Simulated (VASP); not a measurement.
Input of a VASP 6.6.1 run:

File INCAR:

```
SYSTEM = CsGa
PREC = Accurate ; ENCUT = 520
EDIFF = 1E-7 ; ISMEAR = 0
SIGMA = 0.1 ; LREAL = .FALSE.
LASPH = .TRUE. ; NELM = 100
ALGO = Fast ; ISIF = 2
LWAVE = .FALSE. ; LCHARG = .TRUE.
GGA = PE ; LELF = .TRUE.
LVHAR = .TRUE. ; NBANDS = 18
```

The input KPOINTS:

```
Automatic mesh
0
G
  4 4 4
  0 0 0
```

POSCAR

```
CsGa
1.0
    4.0150241084      0.0000000000      0.0000000000
    0.0000000000      4.0150241084      0.0000000000
    0.0000000000      0.0000000000      4.0150241084
Cs Ga
1 1
Direct
    0.0000000000      0.0000000000      0.0000000000
    0.5000000000      0.5000000000      0.5000000000
```

Potentials or basis: VASP PAW PBE potentials, release 64 (Cs_sv, Ga_d).

Run with:

```sh
$ cat potpaw_PBE.64/Cs_sv/POTCAR potpaw_PBE.64/Ga_d/POTCAR > POTCAR
$ mpirun -np 1 vasp_std > vasp.out
```

Task: Estimate the pressure.

Result: 4.6 GPa.

Task: Estimate the band gap on the k mesh.

Result: Zero (bands 11 and 12 overlap by 3.08 eV).

Caveat: the k points lie up to 0.39 Å⁻¹ apart, too coarse for converged energies and pressures of a metal; spin-orbit coupling is left out, which moves the levels of the heavy elements.
